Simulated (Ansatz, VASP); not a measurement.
# Two plane-wave programs on Tl

INCAR

```
SYSTEM = Tl
  PREC = Accurate
  ENCUT = 520
  EDIFF = 1E-6
  ISMEAR = 0
  SIGMA = 0.15
  LREAL = .FALSE.
  LASPH = .TRUE.
  NELM = 80
  ALGO = Fast
  ISIF = 2
  LWAVE = .FALSE.
  LCHARG = .FALSE.
  GGA = PE
  NBANDS = 20
```

File KPOINTS:

```
regular mesh
0
G
  18 18 10
  0 0 0
```

File POSCAR:

```
Tl
1.0
    3.6287982743      0.0000000000      0.0000000000
   -1.8143991372      3.1426314908      0.0000000000
    0.0000000000      0.0000000000      5.2487500000
Tl
2
Direct
    0.3333333333      0.6666666667      0.2500000000
    0.6666666667      0.3333333333      0.7500000000
```

Input for Ansatz:

```yaml
crystal:
  lattice:
    - [3.6287982743, 0.0, 0.0]
    - [-1.8143991372, 3.1426314908, 0.0]
    - [0.0, 0.0, 5.24875]
  atoms:
    - { symbol: Tl, position: [0.3333333333, 0.6666666667, 0.25] }
    - { symbol: Tl, position: [0.6666666667, 0.3333333333, 0.75] }
basis:
  ecutwfc: 420
kpoints:
  mp_grid: { grid: [18, 18, 10] }
hamiltonian:
  xc: pbe
scf:
  occupations: { method: gaussian, width: 0.15 }
output:
  forces: true
  stress: true
  eigenvalues: true
```

Change from the starting cell: strain +0.050 along x and y, -0.050 along z, atoms carried along.

Alike in both runs: task single point; functional PBE; k mesh 18 × 18 × 10; occupations gaussian, width 0.15 eV; no spin polarisation.

```csv
,VASP,Ansatz
version,VASP 6.6.1,Ansatz 0.2.0
potentials or method,"VASP PAW PBE potentials, release 64 (Tl_d), cutoff 520 eV","scalar-relativistic, plane waves, PAW"
valence electrons in the cell,26,26
```

|  | VASP | Ansatz | Ansatz less VASP |
| --- | --- | --- | --- |
| gap on the k mesh at the Fermi level (eV) | none | none | - |
| pressure (GPa) | 1.8 | 1.9 | +0.06 |
| traceless stress, the component that is largest in VASP (GPa) | 1.37 | 1.37 | -0.003 |

A gap of «none» marks a metal or a gap that the smearing closes.

Neither program's run includes spin-orbit coupling.
